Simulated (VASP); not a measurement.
Write the native input for VASP 6.6.1 that does the following.

- Task: single point
- Functional: LDA
- Potentials or basis: VASP PAW LDA potentials, release 64 (Zr_sv, C)
- Cutoff: 520 eV
- k mesh: 12 × 12 × 12
- Occupations: gaussian, width 0.05 eV
- Spin: no spin polarisation
- Dipole correction: no
- Further INCAR settings: ALGO = Normal; EDIFF = 1e-07; NBANDS = 15

The structure of ZrC lies in POSCAR:

```
ZrC
1.0
    3.2695327460      0.0000000000      0.0000000000
   -1.6347663730      2.8314984165      0.0000000000
    0.0000000000      0.0000000000      2.9397343753
Zr C
1 1
Direct
    0.0000000000      0.0000000000      0.0000000000
    0.6666666667      0.3333333333      0.5000000000
```

The input as run:

INCAR

```
ALGO = Normal
EDIFF = 1E-7
ENCUT = 520
ISIF = 2
ISMEAR = 0
LASPH = T
LCHARG = F
LREAL = F
LWAVE = F
NBANDS = 15
NELM = 100
PREC = Accurate
SIGMA = 0.05
```

KPOINTS

```
k-points
0
Gamma
  12 12 12
```

Potentials or basis: VASP PAW LDA potentials, release 64 (Zr_sv, C).

Launch:

```bash
$ cat potpaw_LDA.64/Zr_sv/POTCAR potpaw_LDA.64/C/POTCAR > POTCAR
$ mpirun -np 1 vasp_std > vasp.out
```

It gave:

The pressure is -8.6 GPa and the band gap on the k mesh is zero (bands 8 and 9 overlap by 0.42 eV).

Caveat: the cell stands under tension.

Run time: 53 s on 1 thread of Intel Xeon 8259CL, on a shared host, peak memory 0.17 GiB.
